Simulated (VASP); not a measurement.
A run of VASP 6.6.1:

The input INCAR:

```
  PREC = Accurate
  ENCUT = 600
  EDIFF = 1E-7
  ISMEAR = 0
  SIGMA = 0.1
  LREAL = F
  LASPH = T
  NELM = 120
  ALGO = Normal
  ISIF = 3
  LWAVE = F
  LCHARG = F
  GGA = PE
  IBRION = 2
  NSW = 90
  EDIFFG = -0.04
  GGA_COMPAT = F
  NELMIN = 4
```

KPOINTS

```
regular mesh
0
Gamma
  6 6 4
```

Contents of POSCAR:

```
Zn2SnO
1.0
    4.1526634200      0.0000000000      0.0000000000
   -2.0763317100      3.5963120200      0.0000000000
    0.0000000000      0.0000000000      4.9339922300
Zn Sn O
2 1 1
Direct
    0.0000000000      0.0000000000      0.0000000000
    0.3333333300      0.6666666700      0.5000000000
    0.3333333300      0.6666666700      0.0000000000
    0.6666666700      0.3333333300      0.5000000000
```

Potentials or basis: VASP PAW PBE potentials, release 64 (Zn, Sn_d, O).

Launch:

```bash
$ cat potpaw_PBE.64/Zn/POTCAR potpaw_PBE.64/Sn_d/POTCAR potpaw_PBE.64/O/POTCAR > POTCAR
$ mpirun -np 1 vasp_std > vasp.out
```

Hardware: 1 thread of AMD EPYC 9R45 96-Core Processor (Zen 5) (shared host).

Q: How long does it take, and how much memory?

A: Run time: 2.7 min on 1 thread of AMD EPYC 9R45 96-Core Processor (Zen 5), on a shared host, peak memory 0.22 GiB. Counts: scf iterations 77, k points 21, ion steps 7.
